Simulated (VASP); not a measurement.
Write the native input for VASP 6.6.1 that does the following.

| Item | Value |
| --- | --- |
| Task | single point |
| Functional | PBE |
| Dispersion | D3(BJ) |
| Potentials or basis | VASP PAW PBE potentials, release 64 (P) |
| Cutoff | 520 eV |
| k mesh | 8 × 2 × 6 |
| Occupations | fermi-dirac, width 0.02 eV |
| Spin | no spin polarisation |
| Dipole correction | no |
| Further INCAR settings | ALGO = Normal; EDIFF = 1e-06; NBANDS = 18 |

The structure of P lies in POSCAR:

```
P
1.0
    3.2971952124      0.0000000000      0.0000000000
    0.0000000000     34.8768896396      0.0000000000
    0.0000000000      0.0000000000      4.4425278088
P
4
Direct
    0.0000000000      0.9695864244      0.5826041567
    0.0000000000      0.0304135756      0.4173958433
    0.5000000000      0.0304135756      0.0826041567
    0.5000000000      0.9695864244      0.9173958433
```

One way to write it, as run:

INCAR

```
PREC = Accurate
ENCUT = 520
EDIFF = 1E-6
ISMEAR = -1
SIGMA = 0.02
LREAL = F
LASPH = T
NELM = 60
ALGO = Normal
ISIF = 2
LWAVE = F
LCHARG = F
GGA = PE
IVDW = 12
NBANDS = 18
```

KPOINTS

```
regular mesh
0
Gamma
  8 2 6
```

Potentials or basis: VASP PAW PBE potentials, release 64 (P).

Run with:

```sh
$ cat potpaw_PBE.64/P/POTCAR > POTCAR
$ mpirun -np 1 vasp_std > vasp.out
```

It gave:

The largest force is 0.051 eV/Å and the band gap on the k mesh is 0.76 eV. The dispersion energy per atom is -0.247 eV.

It took 7.6 min on 1 thread of Intel(R) Xeon(R) Platinum 8375C CPU @ 2.90GHz (Ice Lake), on a shared host, peak memory 0.74 GiB.
